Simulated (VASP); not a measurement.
Here is a VASP 6.6.1 calculation.

The input INCAR:

```
SYSTEM = ZnS
AGGAC = 1.0 ; AGGAX = 1.0
ALDAC = 0.0 ; ALDAX = 1.0
ALGO = Normal ; EDIFF = 1E-7
ENCUT = 520 ; GGA = B5
ISIF = 2 ; ISMEAR = -1
IVDW = 13 ; LASPH = .TRUE.
LCHARG = .TRUE. ; LELF = .TRUE.
LREAL = .FALSE. ; LVHAR = .TRUE.
LWAVE = .FALSE. ; NBANDS = 16
NELM = 100 ; PREC = Accurate
SIGMA = 0.05 ; VDW_A1 = 0.44488865
VDW_A2 = 4.0933009 ; VDW_S6 = 1.0
VDW_S8 = 2.34076671
```

File KPOINTS:

```
k-points
0
G
  9 9 9
  0 0 0
```

File POSCAR:

```
ZnS
1.0
    0.0000000000      2.7020000000      2.7020000000
    2.7020000000      0.0000000000      2.7020000000
    2.7020000000      2.7020000000      0.0000000000
Zn S
1 1
Direct
    0.7500000000      0.7500000000      0.7500000000
    0.0000000000      0.0000000000      0.0000000000
```

Potentials or basis: VASP PAW PBE potentials, release 64 (Zn, S).

The run is started by

```bash
$ cat potpaw_PBE.64/Zn/POTCAR potpaw_PBE.64/S/POTCAR > POTCAR
$ mpirun -np 1 vasp_std > vasp.out
```

**Question.** Predict the band gap on the k mesh.

**Answer.** 2.13 eV, direct.

**Question.** Estimate the pressure.

**Answer.** 0.1 GPa.

Caveat: the PAW data sets were made with another functional, which shifts forces and pressure a little.

**Experimental background.**

From “Electronic, vibrational, and thermodynamic properties of ZnS (zincblende and rocksalt structure)”, 2009, arxiv:0911.5022, for a bulk crystal of ZnS at 19 K: band gap 3.85 eV (direct).

Measured gap of ZnS: 3.85 eV (direct; 19 K; quoted in “Electronic, vibrational, and thermodynamic properties of ZnS (zincblende and rocksalt structure)”, 2009, arxiv:0911.5022). This calculation gives 2.13 eV (-1.72 eV). The value is that of BLYP+D4, without temperature or zero-point motion. Semilocal functionals fall short of measured gaps as a rule.
